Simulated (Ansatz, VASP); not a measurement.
**One calculation of SnO, two programs**

INCAR

```
SYSTEM = SnO
PREC     = Accurate       ! precision mode
ENCUT    = 520            ! plane-wave cutoff, eV
EDIFF    = 1E-6           ! SCF threshold, eV
ISMEAR   = 0              ! smearing method
SIGMA    = 0.05           ! smearing width, eV
LREAL    = .False.        ! projectors in reciprocal space
LASPH    = .True.         ! aspherical terms in the spheres
NELM     = 100            ! most SCF steps
ALGO     = Normal         ! electronic algorithm
ISIF     = 2              ! what is computed and relaxed
LWAVE    = .False.        ! write WAVECAR
LCHARG   = .False.        ! write CHGCAR
GGA      = PE             ! functional
NBANDS   = 28             ! bands
```

KPOINTS

```
regular mesh
0
Gamma
  10 10 8
  0 0 0
```

File POSCAR:

```
SnO
1.0
    3.8672772812      0.0000000000      0.0000000000
    0.0000000000      3.8672772812      0.0000000000
    0.0000000000      0.0000000000      5.0679375214
Sn O
2 2
Direct
    0.0000000000      0.5000000000      0.2286909982
    0.5000000000      0.0000000000      0.7713090018
    0.0000000000      0.0000000000      0.0000000000
    0.5000000000      0.5000000000      0.0000000000
```

Input for Ansatz:

```yaml
crystal:
  lattice:
    - [3.8672772812, 0.0, 0.0]
    - [0.0, 3.8672772812, 0.0]
    - [0.0, 0.0, 5.0679375214]
  atoms:
    - { symbol: Sn, position: [0.0, 0.5, 0.2286909982] }
    - { symbol: Sn, position: [0.5, 0.0, 0.7713090018] }
    - { symbol: O, position: [0.0, 0.0, 0.0] }
    - { symbol: O, position: [0.5, 0.5, 0.0] }
basis:
  ecutwfc: 520.0
kpoints:
  mp_grid: { grid: [10, 10, 8] }
hamiltonian:
  xc: pbe
scf:
  occupations: { method: gaussian, width: 0.05 }
output:
  forces: true
  stress: true
  eigenvalues: true
```

Alike in both runs: task single point; functional PBE; k mesh 10 × 10 × 8; occupations gaussian, width 0.05 eV; no spin polarisation.

|  | VASP | Ansatz |
| --- | --- | --- |
| version | VASP 6.6.1 | Ansatz 0.2.0 |
| potentials or method | VASP PAW PBE potentials, release 64 (Sn_d, O), cutoff 520 eV | scalar-relativistic, plane waves, PAW |
| valence electrons in the cell | 40 | 40 |

```tsv
	VASP	Ansatz	Ansatz less VASP
gap on the k mesh at the Fermi level (eV)	0.51	0.50	-0.009
least direct gap on the mesh (eV)	1.91	1.94	+0.030
pressure (GPa)	0.2	0.0	-0.23
rms of the force components (eV/Å)	0.034	0.000	-0.0340
```

Atom by atom the forces differ by 0.034 eV/Å (rms over components). The functional is the same, so the differences come from potentials, cutoffs and numerics.
